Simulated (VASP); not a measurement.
**C: relaxation of the atoms with PBEsol**

C:

```
CELL_PARAMETERS angstrom
2.48936 0.00000 0.00000
-1.24468 2.15585 0.00000
0.00000 0.00000 4.22300
ATOMIC_POSITIONS crystal
C 0.33333 0.66667 0.99980
C 0.66667 0.33333 0.49980
C 0.33333 0.66667 0.37420
C 0.66667 0.33333 0.87420
```

This cell differs from its parent crystal: strained cell.

| Item | Value |
| --- | --- |
| Program | VASP 6.6.1 |
| Task | relaxation of the atoms |
| Functional | PBEsol |
| Potentials or basis | VASP PAW PBE potentials, release 64 (C) |
| Cutoff | 520 eV |
| k mesh | 9 × 9 × 6 |
| Occupations | gaussian, width 0.02 eV |
| Spin | no spin polarisation |
| Dipole correction | no |
| Further INCAR settings | ALGO = Normal; EDIFF = 1e-06; IBRION = 2; EDIFFG = -0.002; NSW = 60 |

```json
{"Energy gained by relaxing": "0.0 meV/atom", "Ionic steps": "3", "Pressure after relaxing": "-2.1 GPa", "Band gap on the k mesh": "3.04 eV (least direct gap 4.77 eV)"}
```

Stress tensor (GPa, compression positive):
```
  5.89   0.00   0.00
  0.00   5.89   0.00
  0.00   0.00 -18.00
```

Final structure:
```
CELL_PARAMETERS angstrom
2.48936 0.00000 0.00000
-1.24468 2.15585 0.00000
0.00000 0.00000 4.22300
ATOMIC_POSITIONS crystal
C 0.33333 0.66667 0.99984
C 0.66667 0.33333 0.49984
C 0.33333 0.66667 0.37416
C 0.66667 0.33333 0.87416
```

Levels at points of the mesh, in eV from the valence-band top:
| k point | band 6 | band 7 | band 8 | band 9 | band 10 | band 11 |
| --- | --- | --- | --- | --- | --- | --- |
| (0.00, 0.00, 0.00) | -0.51 | 0.00 | 0.00 | 4.77 | 5.14 | 5.14 |
| (0.00, 0.00, 0.50) | -1.73 | -1.73 | -1.73 | 7.32 | 7.32 | 7.32 |

It took 21 s on 1 thread of Intel Xeon 8259CL, with other jobs on the host, peak memory 0.13 GiB.

Caveat: the cell differs from its parent crystal (strained cell); the PAW data sets were made with another functional, which shifts forces and pressure a little; an odd mesh through Γ misses points on the zone boundary, where band edges can lie.
